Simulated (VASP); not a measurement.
# HgF6 (Fm-3m) in VASP: a series of runs, part 2 of 2

VASP 6.6.1.

### 4 Relaxation of cell and atoms, PBE

This run uses another cell than the first one, of 14.44 Å³/atom.

The input, INCAR:

```
PREC = Accurate
ENCUT = 600
EDIFF = 1E-7
ISMEAR = 0
SIGMA = 0.1
LREAL = F
LASPH = T
NELM = 60
ALGO = Normal
ISIF = 3
LWAVE = F
LCHARG = F
GGA = PE
IBRION = 2
NSW = 90
EDIFFG = -0.04
```

The input, KPOINTS:

```
Automatic mesh
0
Gamma
  4 4 4
```

The input, POSCAR:

```
HgF6
1.0
    0.0000000000      3.6973003300      3.6973003300
    3.6973003300      0.0000000000      3.6973003300
    3.6973003300      3.6973003300      0.0000000000
Hg F
1 6
Direct
    0.0000000000      0.0000000000      0.0000000000
    0.5000000000      0.5000000000      0.0000000000
    0.5000000000      0.0000000000      0.5000000000
    0.0000000000      0.0000000000      0.5000000000
    0.0000000000      0.5000000000      0.0000000000
    0.0000000000      0.5000000000      0.5000000000
    0.5000000000      0.0000000000      0.0000000000
```

Potentials or basis: VASP PAW PBE potentials, release 64 (Hg, F).

On the command line:

```console
cat potpaw_PBE.64/Hg/POTCAR potpaw_PBE.64/F/POTCAR > POTCAR
mpirun -np 1 vasp_std > vasp.out
```

OUTCAR:

```text
PREC = Accurate
   ENCUT = 600
   EDIFF = 1E-7
   ISMEAR = 0
   LREAL = F
   LASPH = T
   NELM = 60
   ISIF = 3
   GGA = PE
   IBRION = 2
   NSW = 90
   EDIFFG = -0.04

 ion  position               nearest neighbor table
   1  0.000  0.000  0.000-   4 2.61   5 2.61   7 2.61   3 2.61   4 2.61   6 2.61   2 2.61   5 2.61
                             6 2.61   2 2.61   3 2.61   7 2.61
   2  0.500  0.500  0.000-   1 2.61   1 2.61
   3  0.500  0.000  0.500-   1 2.61   1 2.61
   4  0.000  0.000  0.500-   1 2.61   1 2.61
   5  0.000  0.500  0.000-   1 2.61   1 2.61
   6  0.000  0.500  0.500-   1 2.61   1 2.61
   7  0.500  0.000  0.000-   1 2.61   1 2.61

  LATTYP: Found a face centered cubic cell.
 ALAT       =     7.3946006600

  Lattice vectors:

 A1 = (   0.0000000000,   3.6973003300,   3.6973003300)
 A2 = (   3.6973003300,   0.0000000000,   3.6973003300)
 A3 = (   3.6973003300,   3.6973003300,   0.0000000000)

Analysis of symmetry for initial positions (statically):
=====================================================================
 Subroutine PRICEL returns:
 Original cell was already a primitive cell.

 Routine SETGRP: Setting up the symmetry group for a
 face centered cubic supercell.

 Subroutine GETGRP returns: Found 48 space group operations
 (whereof 48 operations were pure point group operations)
 out of a pool of 48 trial point group operations.

The static configuration has the point symmetry O_h .

Analysis of symmetry for dynamics (positions and initial velocities):
=====================================================================
 Subroutine PRICEL returns:
 Original cell was already a primitive cell.

 Routine SETGRP: Setting up the symmetry group for a
 face centered cubic supercell.

 Subroutine GETGRP returns: Found 48 space group operations
 (whereof 48 operations were pure point group operations)
 out of a pool of 48 trial point group operations.

The dynamic configuration has the point symmetry O_h .

[... 100 lines left out ...]
   TEBEG  =    0.0;   TEEND  =   0.0 temperature during run
   PSTRESS=    0.0 pullay stress
   NELECT =      54.0000    total number of electrons
   NUPDOWN=      -1.0000    fix difference up-down
   EMIN   =  10.00;   EMAX   =-10.00  energy-range for DOS
   EFERMI =   0.00;   METHOD = LEGACY
   ISMEAR =     0;   SIGMA  =   0.10  broadening in eV -4-tet -1-fermi 0-gaus
   EFERMI_NEDOS =   21; number of points for ismear=-14 and -15
   IALGO  =     38    algorithm
   IMIX   =      4    mixing-type and parameters
     AMIX     =   0.40;   BMIX     =  1.00
     AMIX_MAG =   1.60;   BMIX_MAG =  1.00
  volume/ion in A,a.u.               =      14.44        97.45
  Fermi-wavevector in a.u.,A,eV,Ry     =   1.328346  2.510211 24.007538  1.764504
  Thomas-Fermi vector in A             =   2.457591
   LORBIT       =      0    0 simple, 1 ext, 2 COOP (PROOUT), +10 PAW based schemes
   GGA     = PE    functional components
   LHFCALC =     F    Hartree Fock is set to
   AEXX    =    0.0000 exact exchange contribution
   IVDW    =     0    specifies the selected vdW correction
   LEPSILON=     F    determine dielectric tensor
   LRPA    =     F    only Hartree local field effects (RPA)
 conjugate gradient relaxation of ions
 non-spin polarized calculation
 Gauss-broadening in eV      SIGMA  =   0.10
  energy-cutoff  :      600.00
  volume of cell :      101.08
 maximum number of plane-waves:      3383
 NGX is ok and might be reduce to    42
   NGX = 21   NGY = 21   NGZ = 21

--------------------------------------- Ionic step        1  -------------------------------------------

 number of electron      54.0000042 magnetization

 Free energy of the ion-electron system (eV)
  ---------------------------------------------------
  ext. energy  EPLUGINS =         0.00000000
  ---------------------------------------------------
  free energy    TOTEN  =       -10.86426685 eV

  energy without entropy =      -10.70168362  energy(sigma->0) =      -10.78297524

------------------------ aborting loop because EDIFF is reached ----------------------------------------

  FORCE on cell =-STRESS in cart. coord.  units (eV):
  Direction    XX          YY          ZZ          XY          YZ          ZX
  --------------------------------------------------------------------------------------
  -------------------------------------------------------------------------------------
  Total       -3.4205890     -3.4205890     -3.4205890      0.0000000      0.0000000     -0.0000000
  in kB      -54.2159770    -54.2159770    -54.2159770      0.0000000      0.0000000     -0.0000000
  external PRESSURE =     -54.2159770 kB  Pullay stress =       0.0000000 kB
[... 69 lines left out ...]
--------------------------------------- Ionic step        3  -------------------------------------------

 number of electron      53.9999972 magnetization

 Free energy of the ion-electron system (eV)
  ---------------------------------------------------
  ext. energy  EPLUGINS =         0.00000000
  ---------------------------------------------------
  free energy    TOTEN  =       -11.11186095 eV

  energy without entropy =      -10.97421273  energy(sigma->0) =      -11.04303684

 E-fermi :  -3.0447     XC(G=0):  -9.8264

 val. band max:       -3.0709929585   @ k =   0.2500   0.0000   0.0000
 cond. band min:      -3.0376784276   @ k =  -0.2500   0.2500   0.0000
 fundamental gap:      0.0333145309
 Fermi energy:        -3.0447088320

 k-point     1 :       0.0000    0.0000    0.0000
  band No.  band energies     occupation
      1     -24.0555      2.00000
      2     -23.0584      2.00000
      3     -23.0584      2.00000
      4     -23.0584      2.00000
      5     -22.6280      2.00000
      6     -22.6280      2.00000
[... 303 lines left out ...]
  FREE ENERGIE OF THE ION-ELECTRON SYSTEM (eV)
  ---------------------------------------------------
  free  energy   TOTEN  =       -11.1118609499 eV

  energy  without entropy=      -10.9742127274  energy(sigma->0) =      -11.04303684

 reached required accuracy - stopping structural energy minimisation
```

OSZICAR:

```text
N       E                     dE             d eps       ncg     rms          rms(c)
DAV:   1     0.470704276416E+03    0.47070E+03   -0.33922E+04   512   0.183E+03
DAV:   2     0.101778570839E+02   -0.46053E+03   -0.44700E+03   600   0.425E+02
DAV:   3    -0.171708724377E+02   -0.27349E+02   -0.27091E+02   568   0.108E+02
[... 37 lines left out ...]
DAV:   7    -0.111118447101E+02   -0.47395E-04   -0.29236E-04   536   0.161E-01    0.312E-02
DAV:   8    -0.111118535392E+02   -0.88291E-05   -0.39923E-05   536   0.689E-02    0.192E-02
DAV:   9    -0.111118611288E+02   -0.75896E-05   -0.83803E-06   568   0.357E-02    0.907E-03
DAV:  10    -0.111118609452E+02    0.18360E-06   -0.80192E-07   504   0.133E-02    0.105E-03
DAV:  11    -0.111118609499E+02   -0.47503E-08   -0.62405E-08   312   0.182E-03
   3 F= -.11111861E+02 E0= -.11043037E+02  d E =-.247594E+00
```

It took 2.7 min on 1 thread of AMD EPYC 7R13, shared host; peak memory 0.24 GiB.

Results:

```
Free energy                           : -11.1119 eV
Relaxed volume                        : 12.69 Å³/atom
Relaxed cell                          : a = 5.008 Å, b = 5.008 Å, c = 5.008 Å, α = 60.00°, β = 60.00°, γ = 60.00°
Space group after relaxing (to 0.1 Å) : Fm-3m (No. 225)
Energy gained by relaxing             : 35.4 meV/atom
Ionic steps                           : 3
Pressure after relaxing               : -0.3 GPa
Band gap on the k mesh                : zero (bands 27 and 28 overlap by 0.13 eV)
```

Step by step:
```
step  energy change (eV)  largest force (eV/Å)  pressure (GPa)  volume (Å³)
   1              0.0000                0.0000           -5.42       101.08
   2             -0.1890                0.0000           -3.06        94.10
   3             -0.2476                0.0000           -0.33        88.84
```

Final structure:
```xyz
7
Lattice="0.0000 3.5415 3.5415 3.5415 0.0000 3.5415 3.5415 3.5415 0.0000" Properties=species:S:1:pos:R:3 pbc="T T T"
Hg    0.0000    0.0000    0.0000
F     1.7708    1.7708    3.5415
F     1.7708    3.5415    1.7708
F     1.7708    1.7708    0.0000
F     1.7708    0.0000    1.7708
F     3.5415    1.7708    1.7708
F     0.0000    1.7708    1.7708
```

Caveat: the k points lie up to 0.38 Å⁻¹ apart in the final cell; spin-orbit coupling is left out, which moves the levels of the heavy elements.

### 5 Summary

```csv
task,cell,cutoff (eV),gap on the mesh (eV),pressure (GPa)
single point,"a = 5.005 Å, angles 60.0°, 7 atoms",520,none,-0.1
single point,"a = 5.229 Å, angles 60.0°, 7 atoms",520,none,-5.4
relaxation of cell and atoms,"relaxed from a = 5.229 Å, angles 60.0°, 7 atoms",600,none,-0.3
```

Alike in all rows: level PBE; potentials or basis VASP PAW PBE potentials, release 64 (Hg, F); no spin polarisation; k mesh 4 × 4 × 4; smearing gaussian 0.1 eV.

Caveats: all runs use coarse meshes; spin-orbit coupling is left out, which moves the levels of the heavy elements.

Total energies depend on the potentials used, so only differences within one code and one set of settings carry meaning.

The gap in the log of VASP goes by the Fermi energy; the results here count the filled bands.